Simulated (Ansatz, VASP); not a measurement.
**One calculation of Cd2S, two programs**

File INCAR:

```
  PREC = Accurate
  ENCUT = 500
  EDIFF = 1E-6
  ISMEAR = -1
  SIGMA = 0.05
  LREAL = F
  LASPH = T
  NELM = 120
  ALGO = Normal
  ISIF = 2
  LWAVE = F
  LCHARG = F
  GGA = CA
  NBANDS = 22
  GGA_COMPAT = F
```

The input KPOINTS:

```
regular mesh
0
Gamma
  8 8 5
```

The input POSCAR:

```
Cd2S
1.0
    3.9626700490      0.0000000000      0.0000000000
   -1.9813350245      3.4317729293      0.0000000000
    0.0000000000      0.0000000000      5.8091920000
Cd S
2 1
Direct
    0.3333333333      0.6666666667      0.9327170000
    0.6666666667      0.3333333333      0.5787350000
    0.3333333333      0.6666666667      0.3657050000
```

The input input.yaml:

```yaml
crystal:
  lattice:
    - [3.962670049, 0.0, 0.0]
    - [-1.9813350245, 3.4317729293, 0.0]
    - [0.0, 0.0, 5.809192]
  atoms:
    - { symbol: Cd, position: [0.3333333333, 0.6666666667, 0.932717] }
    - { symbol: Cd, position: [0.6666666667, 0.3333333333, 0.578735] }
    - { symbol: S, position: [0.3333333333, 0.6666666667, 0.365705] }
hamiltonian:
  xc: lda
  pseudopotentials: { kind: paw }
kpoints:
  mp_grid: { grid: [8, 8, 5] }
scf:
  occupations: { method: fermi_dirac, width: 0.05 }
output:
  forces: true
  stress: true
  eigenvalues: true
```

Alike in both runs: task single point; functional LDA; k mesh 8 × 8 × 5; occupations fermi-dirac, width 0.05 eV; no spin polarisation.

```csv
,VASP,Ansatz
version,VASP 6.6.1,Ansatz 0.2.0
potentials or method,"VASP PAW LDA potentials, release 64 (Cd, S)",Ansatz PAW
plane-wave cutoff (eV),500,420
valence electrons in the cell,30,46
```

```tsv
	VASP	Ansatz	Ansatz less VASP
gap on the k mesh at the Fermi level (eV)	0.24	0.25	+0.007
least direct gap on the mesh (eV)	0.56	0.57	+0.003
pressure (GPa)	-4.6	-4.9	-0.30
traceless stress, the component that is largest in VASP (GPa)	-0.96	-1.08	-0.116
rms of the force components (eV/Å)	0.071	0.078	+0.0065
```

LDA's correlation is that of Perdew and Zunger in VASP and of Perdew and Wang (1992) in Ansatz. Atom by atom the forces differ by 0.011 eV/Å (rms over components). VASP's potentials hold 30 valence electrons a cell and Ansatz's 46, so a difference there can come from the potentials and not from the codes.

Noted on Ansatz's run: odd divisions of the mesh miss points on the zone boundary, where band edges often lie, so the gap on the mesh can be too wide.
